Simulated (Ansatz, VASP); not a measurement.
## One calculation of KRu, two programs

The input INCAR:

```
SYSTEM = KRu
ALGO     = Fast           ! electronic algorithm
EDIFF    = 1E-6           ! SCF threshold, eV
EDIFFG   = -0.04          ! ionic threshold
ENCUT    = 600            ! plane-wave cutoff, eV
GGA      = PE             ! functional
IBRION   = 2              ! ionic algorithm
ISIF     = 3              ! what is computed and relaxed
ISMEAR   = 0              ! smearing method
LASPH    = .True.         ! aspherical terms in the spheres
LCHARG   = .False.        ! write CHGCAR
LREAL    = .False.        ! projectors in reciprocal space
LWAVE    = .False.        ! write WAVECAR
NELM     = 60             ! most SCF steps
NSW      = 90             ! ionic steps
PREC     = Accurate       ! precision mode
SIGMA    = 0.1            ! smearing width, eV
```

Contents of KPOINTS:

```
k-points
0
Gamma
  6 6 6
  0 0 0
```

File POSCAR:

```
KRu
1.0
   -2.3368752700      2.3368752700      2.5510061700
    2.3368752700     -2.3368752700      2.5510061700
    2.3368752700      2.3368752700     -2.5510061700
K Ru
1 1
Direct
    0.5000000000      0.5000000000      0.0000000000
    0.0000000000      0.0000000000      0.0000000000
```

Input for Ansatz:

```yaml
crystal:
  lattice:
    - [-2.33687527, 2.33687527, 2.55100617]
    - [2.33687527, -2.33687527, 2.55100617]
    - [2.33687527, 2.33687527, -2.55100617]
  atoms:
    - { symbol: K, position: [0.5, 0.5, 0.0] }
    - { symbol: Ru, position: [0.0, 0.0, 0.0] }
basis:
  ecutwfc: 420
kpoints:
  mp_grid: { grid: [6, 6, 6] }
hamiltonian:
  xc: pbe
scf:
  occupations: { method: gaussian, width: 0.1 }
  lower_state_search: "off"
output:
  forces: true
  stress: true
  eigenvalues: true
relax:
  adjacent_minimum: "off"
  f_tol: 0.04
  max_steps: 70
  cell: { stress_tol: 0.4 }
```

Alike in both runs: task relaxation of cell and atoms; functional PBE; k mesh 6 × 6 × 6; occupations gaussian, width 0.1 eV; no spin polarisation.

```csv
,VASP,Ansatz
version,VASP 6.6.1,Ansatz 0.2.0
potentials or method,"VASP PAW PBE potentials, release 64 (K_sv, Ru_pv), cutoff 600 eV","scalar-relativistic, plane waves, PAW"
valence electrons in the cell,23,25
```

|  | VASP | Ansatz | Ansatz less VASP |
| --- | --- | --- | --- |
| gap on the k mesh at the Fermi level, each at its own relaxed structure (eV) | none | none | - |
| relaxed volume (Å³/atom) | 28.95 | 28.84 | -0.106 |
| relaxed cell length with the largest relative difference (Å) | 4.344 | 4.335 | -0.0082 |

A gap of «none» marks a metal or a gap that the smearing closes. VASP's potentials hold 23 valence electrons a cell and Ansatz's 25, so a difference there can come from the potentials and not from the codes.
